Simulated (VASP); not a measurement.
# TiO2 (P4_2/mnm) in VASP: a series of runs, part 2 of 3

VASP 6.6.1. Earlier steps stand in the parts before.

## (3) Single point, r2SCAN+U (equal strain along all axes, cell held: +4.5 %, then relaxed in part)

POSCAR reads:

```
TiO2
1.0
    4.8042153519      0.0000000000      0.0000000000
    0.0000000000      4.8042153519      0.0000000000
    0.0000000000      0.0000000000      3.1278684245
Ti O
2 4
Direct
    0.5000000000      0.5000000000      0.0000000000
    0.0000000000      0.0000000000      0.5000000000
    0.6890494417      0.6890494417      0.5000000000
    0.8109505583      0.1890494417      0.0000000000
    0.1890494417      0.8109505583      0.0000000000
    0.3109505583      0.3109505583      0.5000000000
```

INCAR.step1 reads:

```
PREC     = Accurate       # precision mode
ENCUT    = 520            # plane-wave cutoff, eV
ISMEAR   = 0              # smearing method
SIGMA    = 0.02           # smearing width, eV
LREAL    = F              # projectors in reciprocal space
LASPH    = T              # aspherical terms in the spheres
NELM     = 150            # most SCF steps
LMAXMIX  = 4              # l up to which the mixer works
LDAU     = T              # DFT+U
LDAUTYPE = 2            
LDAUL    = 2 -1           # shell
LDAUU    = 4 0            # U, eV
LDAUJ    = 0 0          
NBANDS   = 33             # bands
GGA      = PE             # functional
ALGO     = Normal         # electronic algorithm
EDIFF    = 1E-4           # SCF threshold, eV
LWAVE    = T              # write WAVECAR
LCHARG   = F              # write CHGCAR
```

INCAR.step2 reads:

```
PREC     = Accurate       # precision mode
ENCUT    = 520            # plane-wave cutoff, eV
EDIFF    = 1E-6           # SCF threshold, eV
ISMEAR   = 0              # smearing method
SIGMA    = 0.02           # smearing width, eV
LREAL    = F              # projectors in reciprocal space
LASPH    = T              # aspherical terms in the spheres
NELM     = 150            # most SCF steps
ALGO     = Normal         # electronic algorithm
ISIF     = 2              # what is computed and relaxed
LWAVE    = F              # write WAVECAR
LCHARG   = F              # write CHGCAR
LMAXMIX  = 4              # l up to which the mixer works
LDAU     = T              # DFT+U
LDAUTYPE = 2            
LDAUL    = 2 -1           # shell
LDAUU    = 4 0            # U, eV
LDAUJ    = 0 0          
LDAUPRINT= 1            
METAGGA  = R2SCAN         # meta-GGA
LMIXTAU  = T            
NBANDS   = 33             # bands
ISTART   = 1
```

KPOINTS reads:

```
regular mesh
0
Gamma
  6 6 8
```

Potentials or basis: VASP PAW PBE potentials, release 64 (Ti_sv, O).

On the command line:

```
cat potpaw_PBE.64/Ti_sv/POTCAR potpaw_PBE.64/O/POTCAR > POTCAR
cp INCAR.step1 INCAR
mpirun -np 1 vasp_std > vasp.out
cp INCAR.step2 INCAR
mpirun -np 1 vasp_std > vasp.out
```

OUTCAR:

```text
PREC = Accurate
   ENCUT = 520
   EDIFF = 1E-6
   ISMEAR = 0
   LREAL = F
   LASPH = T
   NELM = 150
   ISIF = 2
   METAGGA = R2SCAN
   ISTART = 1

 ion  position               nearest neighbor table
   1  0.500  0.500  0.000-   3 2.02   6 2.02   3 2.02   6 2.02   5 2.11   4 2.11
   2  0.000  0.000  0.500-   4 2.02   5 2.02   4 2.02   5 2.02   3 2.11   6 2.11
   3  0.689  0.689  0.500-   1 2.02   1 2.02   2 2.11
   4  0.811  0.189  0.000-   2 2.02   2 2.02   1 2.11
   5  0.189  0.811  0.000-   2 2.02   2 2.02   1 2.11
   6  0.311  0.311  0.500-   1 2.02   1 2.02   2 2.11

  LATTYP: Found a simple tetragonal cell.
 ALAT       =     4.8042153519
 C/A-ratio  =     0.6510674887

  Lattice vectors:

 A1 = (   4.8042153519,   0.0000000000,   0.0000000000)
 A2 = (   0.0000000000,   4.8042153519,   0.0000000000)
 A3 = (   0.0000000000,   0.0000000000,   3.1278684245)

Analysis of symmetry for initial positions (statically):
=====================================================================
 Subroutine PRICEL returns:
 Original cell was already a primitive cell.

 Routine SETGRP: Setting up the symmetry group for a
 simple tetragonal supercell.

 Subroutine GETGRP returns: Found 16 space group operations
 (whereof  8 operations were pure point group operations)
 out of a pool of 16 trial point group operations.

The static configuration has the point symmetry D_2h.
 The point group associated with its full space group is D_4h.

Analysis of symmetry for dynamics (positions and initial velocities):
=====================================================================
 Subroutine PRICEL returns:
 Original cell was already a primitive cell.

 Routine SETGRP: Setting up the symmetry group for a
 simple tetragonal supercell.
[... 217 lines left out ...]
  o =  0.0835  v =  0.0000  0.0000  0.0000  0.0000  0.0000  0.0000 -0.7071 -0.0000 -0.7071  0.0000      0.0000  0.0000  0.0000  0.0000  0.0000  0.0000  0.0000  0.0000  0.0000  0.0000
  o =  0.2116  v = -0.8231  0.0000  0.5679  0.0000  0.0000  0.0000  0.0000  0.0000  0.0000  0.0000      0.0000  0.0000  0.0000  0.0000  0.0000  0.0000  0.0000  0.0000  0.0000  0.0000
  o =  0.2116  v =  0.0000  0.0000  0.0000  0.0000  0.0000 -0.8231  0.0000  0.5679  0.0000  0.0000      0.0000  0.0000  0.0000  0.0000  0.0000  0.0000  0.0000  0.0000  0.0000  0.0000
  o =  0.2540  v =  0.0000  0.0000  0.0000  0.0000  0.0000  0.0000 -0.7071 -0.0000  0.7071  0.0000      0.0000  0.0000  0.0000  0.0000  0.0000  0.0000  0.0000  0.0000  0.0000  0.0000
  o =  0.2540  v =  0.0000 -0.7071 -0.0000  0.7071  0.0000  0.0000  0.0000  0.0000  0.0000  0.0000      0.0000  0.0000  0.0000  0.0000  0.0000  0.0000  0.0000  0.0000  0.0000  0.0000

 number of electron      48.0000026 magnetization

 Free energy of the ion-electron system (eV)
  ---------------------------------------------------
  ext. energy  EPLUGINS =         0.00000000
  ---------------------------------------------------
  free energy    TOTEN  =       -64.19411192 eV

  energy without entropy =      -64.19411192  energy(sigma->0) =      -64.19411192

 E-fermi :   3.6097     XC(G=0): -11.3443

 val. band max:        3.3716307230   @ k =   0.0000   0.0000   0.0000
 cond. band min:       5.9294916084   @ k =   0.0000   0.0000   0.0000
 fundamental gap:      2.5578608854
 Fermi energy:         3.6097346801

 k-point     1 :       0.0000    0.0000    0.0000
  band No.  band energies     occupation
      1     -57.3241      2.00000
      2     -57.3166      2.00000
      3     -32.4262      2.00000
      4     -32.4262      2.00000
      5     -32.3370      2.00000
      6     -32.3370      2.00000
[... 853 lines left out ...]
     32       7.8693      0.00000
     33       9.1698      0.00000

 [... further k-points ...]

------------------------ aborting loop because EDIFF is reached ----------------------------------------

  FORCE on cell =-STRESS in cart. coord.  units (eV):
  Direction    XX          YY          ZZ          XY          YZ          ZX
  --------------------------------------------------------------------------------------
  -------------------------------------------------------------------------------------
  Total       -7.9623223     -7.9623223    -11.3115671     -0.0000000      0.0000000      0.0000000
  in kB     -176.7082902   -176.7082902   -251.0382784     -0.0000000      0.0000000      0.0000000
  external PRESSURE =    -201.4849530 kB  Pullay stress =       0.0000000 kB

 VOLUME and BASIS-vectors are now :
 -----------------------------------------------------------------------------
  energy-cutoff  :      520.00
  volume of cell :       72.19
      direct lattice vectors                 reciprocal lattice vectors
     4.804215352  0.000000000  0.000000000     0.208150536  0.000000000  0.000000000
     0.000000000  4.804215352  0.000000000     0.000000000  0.208150536  0.000000000
     0.000000000  0.000000000  3.127868424     0.000000000  0.000000000  0.319706543

 POSITION                                       TOTAL-FORCE (eV/Angst)
 -----------------------------------------------------------------------------------
      2.40211      2.40211      0.00000        -0.000000     -0.000000      0.000000
      0.00000      0.00000      1.56393        -0.000000     -0.000000      0.000000
      3.31034      3.31034      1.56393         0.128605      0.128605      0.000000
      3.89598      0.90823      0.00000        -0.128605      0.128605      0.000000
      0.90823      3.89598      0.00000         0.128605     -0.128605     -0.000000
      1.49387      1.49387      1.56393        -0.128605     -0.128605     -0.000000
 -----------------------------------------------------------------------------------
    total drift:                                0.000000      0.000000      0.000000

  FREE ENERGIE OF THE ION-ELECTRON SYSTEM (eV)
  ---------------------------------------------------
  free  energy   TOTEN  =       -64.1941119215 eV

  energy  without entropy=      -64.1941119215  energy(sigma->0) =      -64.19411192
```

Wall time 2.5 min (1 thread of Intel Xeon 6975P-C (Granite Rapids), shared host); peak memory 0.24 GiB.

Results:

- Free energy: -64.1941 eV
- Pressure: -20.1 GPa
- Largest force: 0.182 eV/Å
- Band gap on the k mesh: 2.56 eV

Forces on the atoms (eV/Å):
```
Ti   0.000  0.000  0.000
Ti   0.000  0.000  0.000
O    0.129  0.129  0.000
O   -0.129  0.129  0.000
O    0.129 -0.129  0.000
O   -0.129 -0.129  0.000
```

Levels at points of the mesh, in eV from the valence-band top:
```
           k point  band 20  band 21  band 22  band 23  band 24  band 25  band 26  band 27  band 28  band 29
(0.00, 0.00, 0.00)    -2.07    -0.88    -0.41    -0.41     0.00     2.56     2.88     2.99     2.99     3.00
(0.50, 0.00, 0.00)    -2.61    -1.61    -1.61    -0.68    -0.68     3.09     3.09     3.35     3.35     3.82
(0.50, 0.50, 0.00)    -1.64    -1.45    -1.45    -0.95    -0.95     2.57     2.57     3.00     3.00     3.98
(0.00, 0.00, 0.50)    -2.49    -1.80    -1.80    -1.39    -1.39     3.26     3.26     3.48     3.48     3.97
(0.50, 0.00, 0.50)    -2.39    -1.78    -1.78    -0.88    -0.88     2.56     2.56     3.54     3.54     4.02
(0.50, 0.50, 0.50)    -2.47    -0.95    -0.95    -0.76    -0.76     3.00     3.00     3.57     3.57     3.67
```

Eigenvalues of the final occupation matrices:
```csv
site,spin,trace,eigenvalues
site 1 d,1,0.69,0.06 0.08 0.08 0.21 0.25
site 1 d,2,0.69,0.06 0.08 0.08 0.21 0.25
site 2 d,1,0.69,0.06 0.08 0.08 0.21 0.25
site 2 d,2,0.69,0.06 0.08 0.08 0.21 0.25
```

Caveat: the cell differs from its parent crystal (equal strain along all axes, cell held: +4.5 %, then relaxed in part); the stress differs along the axes, from -25 to -18 GPa; the PAW data sets were made with another functional, which shifts forces and pressure a little. A k mesh can miss the band edges.

(Part 2 of 3 ends here.)
